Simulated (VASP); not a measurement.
Crystal: Li4F.

```
Li F
1.0
     2.43820    1.40770    3.29551
    -2.43820    1.40770    3.29551
     0.00000   -2.81539    3.29551
Li F
4 1
Direct
  0.50000 0.50000 0.00000
  0.00000 0.50000 0.50000
  0.50000 0.00000 0.50000
  0.50000 0.50000 0.50000
  0.00000 0.00000 0.00000
```

```yaml
Program: VASP 6.6.1
Task: relaxation of cell and atoms
Functional: PBE
Potentials_or_basis: VASP PAW PBE potentials, release 64 (Li_sv, F)
Cutoff: 600 eV
k_mesh: 6 × 6 × 6
Occupations: gaussian, width 0.1 eV
Spin: no spin polarisation
```

At the start: pressure 13.8 GPa; volume 13.57 Å³/atom.

Q: How do energy, volume and symmetry change on relaxing?

A: Over 8 steps the energy falls by 321.7 meV/atom and the volume is 20.19 Å³/atom (+48.8 %); space group R-3m (No. 166, to 0.05 Å).

The path:
| step | energy change (eV) | largest force (eV/Å) | pressure (GPa) | volume (Å³) |
| --- | --- | --- | --- | --- |
| 1 | 0.0000 | 0.0000 | 13.75 | 67.87 |
| 2 | -0.8855 | 0.0000 | 7.67 | 79.93 |
| 3 | -1.5244 | 0.0000 | -1.79 | 110.69 |
| 4 | -1.5490 | 0.0000 | -0.10 | 104.33 |
| 5 | -1.5500 | 0.0000 | -0.44 | 105.58 |
| 6 | -1.5806 | 0.0000 | -0.52 | 104.90 |
| 7 | -1.6015 | 0.0000 | -0.75 | 103.70 |
| 8 | -1.6083 | 0.0000 | -0.05 | 100.96 |

Final structure:
```yaml
crystal:
  lattice:
    - [2.63129, 1.51917, 4.20922]
    - [-2.63129, 1.51917, 4.20922]
    - [0.00000, -3.03835, 4.20922]
  atoms:
    - { symbol: Li, position: [0.50000, 0.50000, 0.00000] }
    - { symbol: Li, position: [0.00000, 0.50000, 0.50000] }
    - { symbol: Li, position: [0.50000, 0.00000, 0.50000] }
    - { symbol: Li, position: [0.50000, 0.50000, 0.50000] }
    - { symbol: F, position: [0.00000, 0.00000, 0.00000] }
```

Caveat: the cutoff is under 1.25 times the usual one of these potentials, so pressure, stress and relaxed cells hold a basis-set (Pulay) error; the volume moved by over 15 % at a fixed basis, so the end points are rough; an odd number of electrons without spin polarisation forces a metal; a magnetic or distorted state may lie lower.
